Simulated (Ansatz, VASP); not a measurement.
# InAs3 in VASP and in Ansatz

File INCAR:

```
ALGO     = Normal         # electronic algorithm
EDIFF    = 1E-7           # SCF threshold, eV
ENCUT    = 520            # plane-wave cutoff, eV
GGA      = PE             # functional
ISIF     = 2              # what is computed and relaxed
ISMEAR   = 0              # smearing method
LASPH    = True           # aspherical terms in the spheres
LCHARG   = False          # write CHGCAR
LREAL    = False          # projectors in reciprocal space
LWAVE    = False          # write WAVECAR
NBANDS   = 22             # bands
NELM     = 80             # most SCF steps
PREC     = Accurate       # precision mode
SIGMA    = 0.1            # smearing width, eV
```

File KPOINTS:

```
k-points
0
Gamma
  6 6 6
```

POSCAR

```
InAs3
1.0
   -2.2602120600      2.2602120600      4.1046098200
    2.2602120600     -2.2602120600      4.1046098200
    2.2602120600      2.2602120600     -4.1046098200
In As
1 3
Direct
    0.0000000000      0.0000000000      0.0000000000
    0.5000000000      0.5000000000      0.0000000000
    0.7500000000      0.2500000000      0.5000000000
    0.2500000000      0.7500000000      0.5000000000
```

Input for Ansatz:

```yaml
crystal:
  lattice:
    - [-2.26021206, 2.26021206, 4.10460982]
    - [2.26021206, -2.26021206, 4.10460982]
    - [2.26021206, 2.26021206, -4.10460982]
  atoms:
    - { symbol: In, position: [0.0, 0.0, 0.0] }
    - { symbol: As, position: [0.5, 0.5, 0.0] }
    - { symbol: As, position: [0.75, 0.25, 0.5] }
    - { symbol: As, position: [0.25, 0.75, 0.5] }
basis:
  ecutwfc: 420
kpoints:
  mp_grid: { grid: [6, 6, 6] }
hamiltonian:
  xc: pbe
scf:
  occupations: { method: gaussian, width: 0.1 }
  lower_state_search: "off"
output:
  forces: true
  stress: true
  eigenvalues: true
```

Change from the starting cell: species swapped into the TlPd3 type (I4/mmm, No. 139).

Alike in both runs: task single point; functional PBE; k mesh 6 × 6 × 6; occupations gaussian, width 0.1 eV; no spin polarisation.

```csv
,VASP,Ansatz
version,VASP 6.6.1,Ansatz 0.2.0
potentials or method,"VASP PAW PBE potentials, release 64 (In_d, As), cutoff 520 eV","scalar-relativistic, plane waves, PAW"
valence electrons in the cell,28,58
```

```tsv
	VASP	Ansatz	Ansatz less VASP
gap on the k mesh at the Fermi level (eV)	none	none	-
pressure (GPa)	1.2	1.2	-0.04
traceless stress, the component that is largest in VASP (GPa)	-0.62	-0.62	-0.002
```

A gap of «none» marks a metal or a gap that the smearing closes. With one functional, cell and mesh, what is left measures potentials, basis and numerics. VASP's potentials hold 28 valence electrons a cell and Ansatz's 58, so a difference there can come from the potentials and not from the codes.
